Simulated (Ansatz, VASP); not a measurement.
Two plane-wave programs on Fe2O3

```
Fe O
1.0
     2.38650    1.37785    4.43454
    -2.38650    1.37785    4.43454
     0.00000   -2.75570    4.43454
Fe O
4 6
Cartesian
  0.0000 0.0000 4.5958
  0.0000 0.0000 2.0560
  0.0000 0.0000 8.7078
  0.0000 0.0000 11.2476
  -0.8915 1.3778 7.7604
  -0.7475 -1.4610 7.7604
  1.6390 0.0831 7.7604
  0.8915 -1.3778 5.5432
  0.7475 1.4610 5.5432
  -1.6390 -0.0831 5.5432
```

Alike in both runs: functional PBE; k mesh 6 × 6 × 6; occupations gaussian, width 0.05 eV; collinear spin.

Ansatz relaxed the structure, and its values are those at the end. VASP's run is a single point on that final structure, the one shown.

|  | VASP | Ansatz |
| --- | --- | --- |
| version | VASP 6.6.1 | Ansatz 0.2.0 |
| potentials or method | VASP PAW PBE potentials, release 64 (Fe, O), cutoff 600 eV | scalar-relativistic, plane waves, PAW |
| valence electrons in the cell | 68 | 100 |

VASP gave:

```
gap on the k mesh at the Fermi level (eV)                     : none
pressure (GPa)                                                : 1.3
rms of the force components (eV/Å)                            : 0.018
net moment per atom (μB)                                      : 0.40
size of the moment on the site where the two differ most (μB) : 0.94
```

Task: What did Ansatz give for the same quantities?

Result: gap on the k mesh at the Fermi level (eV): none; pressure (GPa): 0.0; rms of the force components (eV/Å): 0.000; net moment per atom (μB): 0.40; size of the moment on the site where the two differ most (μB): 0.86.

Site moments also hang on the region over which each program counts them. A gap of «none» marks a metal or a gap that the smearing closes. The functional is the same, so the differences come from potentials, cutoffs and numerics. VASP's potentials hold 68 valence electrons a cell and Ansatz's 100, so a difference there can come from the potentials and not from the codes. Ansatz's warnings: given moment on shells.
